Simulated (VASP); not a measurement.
Y, 2 atoms in the cell. The structure is hexagonal, space group P6_3/mmc (No. 194). The conventional cell has a = 3.725 Å, b = 3.725 Å, c = 5.747 Å, α = 90.00°, β = 90.00°, γ = 120.00°. Within 4.7 Å of Y (site symmetry -6m2) lie 12 Y at 3.59 to 3.72 Å.  This cell differs from its parent crystal: equal xx and yy strain of +2 %.

```yaml
Program: VASP 6.6.1
Task: single point
Functional: LDA
Potentials_or_basis: VASP PAW LDA potentials, release 64 (Y_sv)
Cutoff: 520 eV
k_mesh: 12 × 12 × 7
Occupations: fermi-dirac, width 0.08 eV
Spin: no spin polarisation
Dipole_correction: no
Further_INCAR_settings: ALGO = Normal; EDIFF = 1e-07; NBANDS = 18
```

Potentials or basis: VASP PAW LDA potentials, release 64 (Y_sv).

Command:

```bash
$ cat potpaw_LDA.64/Y_sv/POTCAR > POTCAR
$ mpirun -np 1 vasp_std > vasp.out
```

Hardware: 1 thread of Intel(R) Xeon(R) Platinum 8259CL CPU @ 2.50GHz (Skylake/Cascade Lake), with other jobs on the host.

**Question.** How long does it take, and how much memory?

**Answer.** It took 94 s on 1 thread of Intel(R) Xeon(R) Platinum 8259CL CPU @ 2.50GHz (Skylake/Cascade Lake), with other jobs on the host, peak memory 0.23 GiB. Counts: scf iterations 14, k points 76.
